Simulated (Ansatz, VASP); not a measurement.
# Ga: VASP beside Ansatz

File INCAR:

```
ALGO = Normal ; EDIFF = 1E-6
ENCUT = 520 ; GGA = PE
ISIF = 2 ; ISMEAR = 1
LASPH = T ; LCHARG = F
LREAL = F ; LWAVE = F
NBANDS = 34 ; NELM = 100
PREC = Accurate ; SIGMA = 0.1
```

KPOINTS

```
k-points
0
Gamma
  8 8 7
```

Contents of POSCAR:

```
Ga
1.0
    2.3107968683     -3.8729233244      0.0000000000
    2.3107968683      3.8729233244      0.0000000000
    0.0000000000      0.0000000000      4.5463111460
Ga
4
Direct
    0.8442122196      0.1557877804      0.0839449706
    0.6557877804      0.3442122196      0.5839449706
    0.1557877804      0.8442122196      0.9160550294
    0.3442122196      0.6557877804      0.4160550294
```

Input for Ansatz:

```yaml
crystal:
  lattice:
    - [2.3107968683, -3.8729233244, 0.0]
    - [2.3107968683, 3.8729233244, 0.0]
    - [0.0, 0.0, 4.546311146]
  atoms:
    - { symbol: Ga, position: [0.8442122196, 0.1557877804, 0.0839449706] }
    - { symbol: Ga, position: [0.6557877804, 0.3442122196, 0.5839449706] }
    - { symbol: Ga, position: [0.1557877804, 0.8442122196, 0.9160550294] }
    - { symbol: Ga, position: [0.3442122196, 0.6557877804, 0.4160550294] }
hamiltonian:
  xc: pbe
  pseudopotentials:
    kind: paw
    azcp:
      Ga: "pseudopotentials/Ga.paw.azcp"
basis:
  ecutwfc: 420
  fft_grid_basis: typed
kpoints:
  mp_grid: { grid: [8, 8, 7], shift: [0, 0, 0] }
magnetization:
  spin_polarized: false
scf:
  occupations: { method: methfessel_paxton, width: 0.1 }
  lower_state_search: "off"
output:
  stress: true
```

Alike in both runs: task single point; functional PBE; k mesh 8 × 8 × 7; occupations methfessel-paxton of order 1, width 0.1 eV; no spin polarisation.

|  | VASP | Ansatz |
| --- | --- | --- |
| version | VASP 6.6.1 | Ansatz 0.2.0 |
| potentials or method | VASP PAW PBE potentials, release 64 (Ga_d), cutoff 520 eV | plane waves (420 eV) with PAW, scalar-relativistic |
| valence electrons in the cell | 52 | 52 |

```csv
,VASP,Ansatz,Ansatz less VASP
pressure (GPa),0.2,0.0,-0.16
```

With one functional, cell and mesh, what is left measures potentials, basis and numerics.
